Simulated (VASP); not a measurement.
# PtC18 in VASP: further runs, part 2 of 2

VASP 6.6.1. Earlier steps stand in the parts before.

## 4. Single point, PBE

Input file INCAR:

```
SYSTEM = PtC18
PREC     = Accurate       ! precision mode
ENCUT    = 520            ! plane-wave cutoff, eV
EDIFF    = 1E-7           ! SCF threshold, eV
ISMEAR   = 0              ! smearing method
SIGMA    = 0.02           ! smearing width, eV
LREAL    = Auto         
LASPH    = .TRUE.         ! aspherical terms in the spheres
NELM     = 80             ! most SCF steps
ALGO     = Normal         ! electronic algorithm
ISIF     = 2              ! what is computed and relaxed
LWAVE    = .FALSE.        ! write WAVECAR
LCHARG   = .FALSE.        ! write CHGCAR
GGA      = PE             ! functional
NBANDS   = 56             ! bands
```

Input file KPOINTS:

```
regular mesh
0
G
  2 2 1
  0 0 0
```

Input file POSCAR:

```
PtC18
1.0
    7.3980000000      0.0000000000      0.0000000000
   -3.6990000000      6.4068560000      0.0000000000
    0.0000000000      0.0000000000     12.0000000000
C Pt
18 1
Direct
   -0.0054869024     -0.0085539616      0.0856454167
    0.2167576104      0.1014873754      0.0805965000
   -0.0055015578      0.3224475468      0.0857505833
    0.2168315399      0.4348515091      0.0806999167
   -0.0029808193      0.6582119217      0.0946984167
    0.2215489370      0.7705863843      0.0826788333
    0.3282650406     -0.0092463449      0.0792177500
    0.5508146515      0.1019615549      0.0802130000
    0.3270160822      0.3232627673      0.0780220000
    0.5499620402      0.4347878273      0.0784984167
    0.3282962429      0.6569804285      0.0793178333
    0.5507820349      0.7684070003      0.0802912500
    0.6608396170     -0.0097998144      0.0826254167
    0.8838991314      0.1017163489      0.0843296667
    0.6593136923      0.3225700718      0.0825342500
    0.8821934333      0.4321178750      0.0931982500
    0.6592689923      0.6561851866      0.0825972500
    0.8822804688      0.7695701292      0.0932185000
    0.9407877277      0.6300428791      0.2608664167
```

Potentials or basis: VASP PAW PBE potentials, release 64 (C, Pt).

Command:

```bash
$ cat potpaw_PBE.64/C/POTCAR potpaw_PBE.64/Pt/POTCAR > POTCAR
$ mpirun -np 1 vasp_std > vasp.out
```

OUTCAR:

```text
SYSTEM = PtC18
   PREC = Accurate
   ENCUT = 520
   EDIFF = 1E-7
   ISMEAR = 0
   LREAL = Auto
   LASPH = .TRUE.
   NELM = 80
   ISIF = 2
   GGA = PE

 ion  position               nearest neighbor table
   1  0.995  0.991  0.086-  14 1.42  18 1.42   2 1.43
   2  0.217  0.101  0.081-   9 1.42   7 1.42   1 1.43
   3  0.994  0.322  0.086-  14 1.41  16 1.43   4 1.43
   4  0.217  0.435  0.081-   9 1.42  11 1.42   3 1.43
   5  0.997  0.658  0.095-   6 1.45  16 1.45  18 1.45  19 2.03
   6  0.222  0.771  0.083-   7 1.41  11 1.41   5 1.45
   7  0.328  0.991  0.079-   6 1.41   2 1.42   8 1.43
   8  0.551  0.102  0.080-  15 1.41  13 1.42   7 1.43
   9  0.327  0.323  0.078-   2 1.42   4 1.42  10 1.43
  10  0.550  0.435  0.078-  17 1.42  15 1.42   9 1.43
  11  0.328  0.657  0.079-   6 1.41   4 1.42  12 1.43
  12  0.551  0.768  0.080-  17 1.41  13 1.42  11 1.43
  13  0.661  0.990  0.083-   8 1.42  12 1.42  14 1.43
  14  0.884  0.102  0.084-   3 1.41   1 1.42  13 1.43
  15  0.659  0.323  0.083-   8 1.41  10 1.42  16 1.43
  16  0.882  0.432  0.093-   3 1.43  15 1.43   5 1.45  19 2.40
  17  0.659  0.656  0.083-  12 1.41  10 1.42  18 1.43
  18  0.882  0.770  0.093-   1 1.42  17 1.43   5 1.45  19 2.40
  19  0.941  0.630  0.261-   5 2.03  16 2.40  18 2.40

  LATTYP: Found a hexagonal cell.
 ALAT       =     7.3980000000
 C/A-ratio  =     1.6220600162

  Lattice vectors:

 A1 = (   7.3980000000,   0.0000000000,   0.0000000000)
 A2 = (  -3.6990000000,   6.4068560000,   0.0000000000)
 A3 = (   0.0000000000,   0.0000000000,  12.0000000000)

Analysis of symmetry for initial positions (statically):
=====================================================================
 Subroutine PRICEL returns:
 Original cell was already a primitive cell.

 Routine SETGRP: Setting up the symmetry group for a
 hexagonal supercell.

 Subroutine GETGRP returns: Found  1 space group operations
 (whereof  1 operations were pure point group operations)
[... 153 lines left out ...]
   LORBIT       =      0    0 simple, 1 ext, 2 COOP (PROOUT), +10 PAW based schemes
   GGA     = PE    functional components
   LHFCALC =     F    Hartree Fock is set to
   AEXX    =    0.0000 exact exchange contribution
   IVDW    =     0    specifies the selected vdW correction
   LEPSILON=     F    determine dielectric tensor
   LRPA    =     F    only Hartree local field effects (RPA)
 non-spin polarized calculation
 Gauss-broadening in eV      SIGMA  =   0.02
  energy-cutoff  :      520.00
  volume of cell :      568.78
 maximum number of plane-waves:     15363
 NGX is ok and might be reduce to    56
   NGX = 27   NGY = 27   NGZ = 45

 number of electron      82.0000000 magnetization

 Free energy of the ion-electron system (eV)
  ---------------------------------------------------
  ext. energy  EPLUGINS =         0.00000000
  ---------------------------------------------------
  free energy    TOTEN  =      -167.83084517 eV

  energy without entropy =     -167.83084517  energy(sigma->0) =     -167.83084517

 E-fermi :  -1.1697     XC(G=0):  -4.2163

 val. band max:       -1.2615082603   @ k =   0.0000   0.0000   0.0000
 cond. band min:      -1.0810746624   @ k =   0.0000   0.0000   0.0000
 fundamental gap:      0.1804335979
 Fermi energy:        -1.1696995253

 k-point     1 :       0.0000    0.0000    0.0000
  band No.  band energies     occupation
      1     -20.9440      2.00000
      2     -18.6255      2.00000
      3     -18.3622      2.00000
      4     -18.3373      2.00000
      5     -18.2742      2.00000
      6     -18.2561      2.00000
[... 213 lines left out ...]
     52       3.8639      0.00000
     53       4.2558      0.00000
 [bands above 53 left out]

------------------------ aborting loop because EDIFF is reached ----------------------------------------

  FORCE on cell =-STRESS in cart. coord.  units (eV):
  Direction    XX          YY          ZZ          XY          YZ          ZX
  --------------------------------------------------------------------------------------
  -------------------------------------------------------------------------------------
  Total        5.3494600      3.1950317      0.0798851      1.7319032     -0.0105476     -0.0071642
  in kB       15.0688458      9.0000561      0.2250276      4.8785826     -0.0297115     -0.0201807
  external PRESSURE =       8.0979765 kB  Pullay stress =       0.0000000 kB

 VOLUME and BASIS-vectors are now :
 -----------------------------------------------------------------------------
  energy-cutoff  :      520.00
  volume of cell :      568.78
      direct lattice vectors                 reciprocal lattice vectors
     7.398000000  0.000000000  0.000000000     0.135171668  0.078041398  0.000000000
    -3.699000000  6.406856000  0.000000000     0.000000000  0.156082796  0.000000000
     0.000000000  0.000000000 12.000000000     0.000000000  0.000000000  0.083333333

 POSITION                                       TOTAL-FORCE (eV/Angst)
 -----------------------------------------------------------------------------------
      3.69005      6.35205      1.02775        -0.008771      0.000133      0.003273
      1.22817      0.65022      0.96716         0.012376     -0.004271      0.003574
      6.16457      2.06587      1.02901        -0.011654      0.002967     -0.002992
     -0.00440      2.78603      0.96840         0.003993      0.001979     -0.002013
      4.94122      4.21707      1.13638         0.019584      0.025475     -0.063695
     -1.21138      4.93704      0.99215         0.002828     -0.021618     -0.002627
[... 11 lines left out ...]
      3.68047      4.93052      1.11862        -0.015152      0.005606     -0.015843
      4.62942      4.03659      3.13040        -0.008111     -0.008680      0.092368
 -----------------------------------------------------------------------------------
    total drift:                               -0.005422     -0.017194      0.018191

  FREE ENERGIE OF THE ION-ELECTRON SYSTEM (eV)
  ---------------------------------------------------
  free  energy   TOTEN  =      -167.8308451694 eV

  energy  without entropy=     -167.8308451694  energy(sigma->0) =     -167.83084517
```

OSZICAR:

```text
N       E                     dE             d eps       ncg     rms          rms(c)
DAV:   1     0.662636868788E+03    0.66264E+03   -0.33276E+04   448   0.117E+03
DAV:   2    -0.793889465079E+02   -0.74203E+03   -0.70792E+03   648   0.278E+02
DAV:   3    -0.179796473720E+03   -0.10041E+03   -0.98898E+02   552   0.106E+02
[... 17 lines left out ...]
DAV:  21    -0.167830843554E+03   -0.54355E-06   -0.28019E-07   384   0.175E-03    0.746E-04
DAV:  22    -0.167830844120E+03   -0.56665E-06   -0.83258E-08   368   0.779E-04    0.496E-04
DAV:  23    -0.167830844863E+03   -0.74247E-06   -0.66583E-08   360   0.473E-04    0.172E-04
DAV:  24    -0.167830845125E+03   -0.26209E-06   -0.33551E-08   360   0.365E-04    0.108E-04
DAV:  25    -0.167830845169E+03   -0.44589E-07   -0.69107E-09   344   0.201E-04
   1 F= -.16783085E+03 E0= -.16783085E+03  d E =-.103583E-10
```

stdout:

```text
POSCAR found type information on POSCAR C Pt
 POSCAR found :  2 types and      19 ions
 scaLAPACK will be used
 LDA part: xc-table for (Slater+PW92), standard interpolation
 POSCAR, INCAR and KPOINTS ok, starting setup
 FFT: planning ... GRIDC
 FFT: planning ... GRID_SOFT
 FFT: planning ... GRID
 WAVECAR not read
 entering main loop
```

Wall time 3.4 min (1 thread of Intel Xeon 6975P-C (Granite Rapids), shared host); peak memory 0.57 GiB.

Results:

| Item | Value |
| --- | --- |
| Free energy | -167.8308 eV |
| Largest force | 0.093 eV/Å |
| Band gap on the k mesh | 0.18 eV, direct |

Forces on the atoms (eV/Å):
```
C   -0.009  0.000  0.003
C    0.012 -0.004  0.004
C   -0.012  0.003 -0.003
C    0.004  0.002 -0.002
C    0.020  0.025 -0.064
C    0.003 -0.022 -0.003
C   -0.011  0.010  0.002
C    0.000  0.004  0.002
C   -0.002  0.002 -0.002
C    0.001 -0.011  0.001
C   -0.003 -0.001 -0.006
C    0.009 -0.007  0.004
C    0.006  0.000 -0.001
C    0.006 -0.005  0.000
C   -0.009 -0.006 -0.005
C    0.008 -0.008 -0.008
C    0.001  0.022  0.001
C   -0.015  0.006 -0.016
Pt  -0.008 -0.009  0.092
```

Caveat: the k points lie up to 0.49 Å⁻¹ apart; spin-orbit coupling is left out, which moves the levels of the heavy elements.

## 5. Single point, PBE

Input file INCAR:

```
PREC     = Accurate       # precision mode
ENCUT    = 520            # plane-wave cutoff, eV
EDIFF    = 1E-7           # SCF threshold, eV
ISMEAR   = 0              # smearing method
SIGMA    = 0.02           # smearing width, eV
LREAL    = Auto         
LASPH    = True           # aspherical terms in the spheres
NELM     = 100            # most SCF steps
ALGO     = Normal         # electronic algorithm
ISIF     = 2              # what is computed and relaxed
LWAVE    = False          # write WAVECAR
LCHARG   = True           # write CHGCAR
GGA      = PE             # functional
LELF     = True           # ELF
LVHAR    = True         
NBANDS   = 56             # bands
```

Input file KPOINTS:

```
Automatic mesh
0
Gamma
  2 2 1
```

Input file POSCAR:

```
PtC18
1.0
    7.3980000000      0.0000000000      0.0000000000
   -3.6990000000      6.4068560000      0.0000000000
    0.0000000000      0.0000000000     12.0000000000
C Pt
18 1
Direct
   -0.0029681503     -0.0051120237      0.0812534167
    0.2198705398      0.1068800360      0.0825221667
   -0.0028222339      0.3275288222      0.0806520833
    0.2196473346      0.4397907492      0.0841160000
   -0.0014918322      0.6611025751      0.0785145000
    0.2200681630      0.7732998837      0.0806230833
    0.3303210424     -0.0052997913      0.0820340000
    0.5525579419      0.1059304283      0.0812704167
    0.3279812916      0.3260466600      0.0876648333
    0.5522807336      0.4370088855      0.0953373333
    0.3302715041      0.6610353034      0.0841150000
    0.5523580590      0.7747742418      0.0876810833
    0.6634011582     -0.0060571051      0.0825283333
    0.8860355295      0.1061275609      0.0820404167
    0.6645722918      0.3253257136      0.0830498333
    0.8878295683      0.4397386175      0.0785554167
    0.6656997739      0.6638156063      0.0953500000
    0.8896611485      0.7755001829      0.0830013333
    0.6951700029      0.5501504950      0.2546901667
```

Command:

```bash
$ cat potpaw_PBE.64/C/POTCAR potpaw_PBE.64/Pt/POTCAR > POTCAR
$ mpirun -np 1 vasp_std > vasp.out
```

It took 3.2 min on 1 thread of Intel Xeon 6975P-C (Granite Rapids), shared host; peak memory 0.58 GiB.

It converged, with:

- Free energy: -167.6745 eV
- Largest force: 0.938 eV/Å
- Band gap on the k mesh: 0.25 eV, direct

Forces in eV/Å, atoms in the order of the input:
```
C    0.046  0.006 -0.006
C    0.035  0.017 -0.005
C    0.049  0.010 -0.069
C    0.047 -0.003 -0.018
C    0.055 -0.016 -0.141
C    0.050 -0.007 -0.072
C    0.056  0.004 -0.012
C    0.049 -0.003 -0.008
C    0.039 -0.018  0.042
C    0.065 -0.025  0.126
C    0.048 -0.002 -0.014
C    0.044  0.014  0.039
C    0.036 -0.012 -0.008
C    0.053  0.002 -0.011
C    0.065  0.005 -0.009
C    0.052  0.013 -0.152
C    0.054  0.024  0.120
C    0.073 -0.007 -0.011
Pt  -0.914 -0.003  0.208
```

Levels at points of the mesh, in eV from the valence-band top:
```tsv
k point	band 37	band 38	band 39	band 40	band 41	band 42	band 43	band 44	band 45	band 46
(0.00, 0.00, 0.00)	-1.64	-1.32	-1.32	-0.09	0.00	0.25	0.49	0.76	3.58	4.22
(0.50, 0.00, 0.00)	-1.63	-1.55	-1.35	-0.88	-0.69	0.39	1.76	2.44	2.47	2.52
(0.00, 0.50, 0.00)	-1.59	-1.49	-1.30	-0.93	-0.66	0.30	1.71	2.44	2.48	2.51
(0.50, 0.50, 0.00)	-1.63	-1.55	-1.35	-0.88	-0.69	0.39	1.76	2.44	2.47	2.52
```

Caveat: the k points lie up to 0.49 Å⁻¹ apart; spin-orbit coupling is left out, which moves the levels of the heavy elements.
